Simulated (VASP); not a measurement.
The system is SiC.

```
CELL_PARAMETERS angstrom
3.09500 0.00000 0.00000
-1.54750 2.68035 0.00000
0.00000 0.00000 15.17000
ATOMIC_POSITIONS crystal
Si 0.66667 0.33333 0.45830
Si 0.33333 0.66667 0.95830
Si 0.66667 0.33333 0.79170
Si 0.33333 0.66667 0.29170
Si 0.00000 0.00000 0.62500
Si 0.00000 0.00000 0.12500
C 0.66667 0.33333 0.33330
C 0.33333 0.66667 0.83330
C 0.66667 0.33333 0.66670
C 0.33333 0.66667 0.16670
C 0.00000 0.00000 0.50000
C 0.00000 0.00000 0.00000
```

* Program: VASP 6.6.1
* Task: relaxation of cell and atoms
* Functional: RPBE
* Dispersion: D4
* Potentials or basis: VASP PAW PBE potentials, release 64 (Si, C)
* Cutoff: 600 eV
* k mesh: 10 × 10 × 2
* Occupations: fermi-dirac, width 0.05 eV
* Spin: no spin polarisation

At the start: pressure -6.9 GPa; volume 10.49 Å³/atom.

**Question.** Where does the relaxation end?

**Answer.** Over 8 steps the energy falls by 7.8 meV/atom and the volume is 10.14 Å³/atom (-3.3 %); space group P6_3mc (No. 186, to 0.1 Å) before and after.

The path:
```
step  energy change (eV)  largest force (eV/Å)  pressure (GPa)  volume (Å³)
   1              0.0000                0.1491           -6.95       125.85
   2              0.0043                0.1328            7.97       117.74
   3             -0.0931                0.0301           -0.04       121.75
   4             -0.0930                0.0317            0.11       121.66
   5             -0.0932                0.0195            0.13       121.65
   6             -0.0932                0.0195            0.13       121.66
   7             -0.0932                0.0103           -0.09       121.78
   8             -0.0932                0.0053            0.02       121.71
```

Final structure:
```cif
data_structure
_symmetry_space_group_name_H-M 'P 1'
_symmetry_Int_Tables_number 1
_cell_length_a 3.0597
_cell_length_b 3.0597
_cell_length_c 15.0120
_cell_angle_alpha 90.000
_cell_angle_beta 90.000
_cell_angle_gamma 120.000
_cell_volume 121.71
loop_
_atom_site_label
_atom_site_type_symbol
_atom_site_fract_x
_atom_site_fract_y
_atom_site_fract_z
_atom_site_occupancy
Si1 Si 0.66667 0.33333 0.45831 1
Si2 Si 0.33333 0.66667 0.95831 1
Si3 Si 0.66667 0.33333 0.79184 1
Si4 Si 0.33333 0.66667 0.29184 1
Si5 Si 0.00000 0.00000 0.62503 1
Si6 Si 0.00000 0.00000 0.12503 1
C1 C 0.66667 0.33333 0.33330 1
C2 C 0.33333 0.66667 0.83330 1
C3 C 0.66667 0.33333 0.66684 1
C4 C 0.33333 0.66667 0.16684 1
C5 C 0.00000 0.00000 0.49968 1
C6 C 0.00000 0.00000 0.99968 1
```

Caveat: the PAW data sets were made with another functional, which shifts forces and pressure a little.
